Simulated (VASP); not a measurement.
Input of a VASP 6.6.1 run:

The input INCAR:

```
PREC = Accurate
ENCUT = 600
EDIFF = 1E-6
ISMEAR = 0
SIGMA = 0.1
LREAL = False
LASPH = True
NELM = 100
ALGO = Normal
ISIF = 3
LWAVE = False
LCHARG = False
GGA = PE
IBRION = 2
NSW = 90
EDIFFG = -0.04
```

File KPOINTS:

```
regular mesh
0
Gamma
  6 6 4
```

File POSCAR:

```
Li2ZrO2
1.0
    4.3479227100      0.0000000000      0.0000000000
   -2.1739613600      3.7654115200      0.0000000000
    0.0000000000      0.0000000000      3.8239588100
Li Zr O
2 1 2
Direct
    0.3333333300      0.6666666700      0.8131471200
    0.6666666700      0.3333333300      0.8131471200
    0.0000000000      0.0000000000      0.3428724600
    0.3333333300      0.6666666700      0.2278039600
    0.6666666700      0.3333333300      0.2278039600
```

Potentials or basis: VASP PAW PBE potentials, release 64 (Li_sv, Zr_sv, O).

Launch:

```sh
$ cat potpaw_PBE.64/Li_sv/POTCAR potpaw_PBE.64/Zr_sv/POTCAR potpaw_PBE.64/O/POTCAR > POTCAR
$ mpirun -np 1 vasp_std > vasp.out
```

(1) Predict the relaxed cell.

(2) Estimate the space group after relaxing (to 0.05 Å).

(3) Estimate the relaxed volume.

## Answers

(1) a = 4.079 Å, b = 4.079 Å, c = 3.740 Å, α = 90.00°, β = 90.00°, γ = 120.00°.

(2) P6/mmm (No. 191).

(3) 10.78 Å³/atom.

Caveat: the k points lie up to 0.42 Å⁻¹ apart in the final cell; the cutoff is under 1.25 times the usual one of these potentials, so pressure, stress and relaxed cells hold a basis-set (Pulay) error.
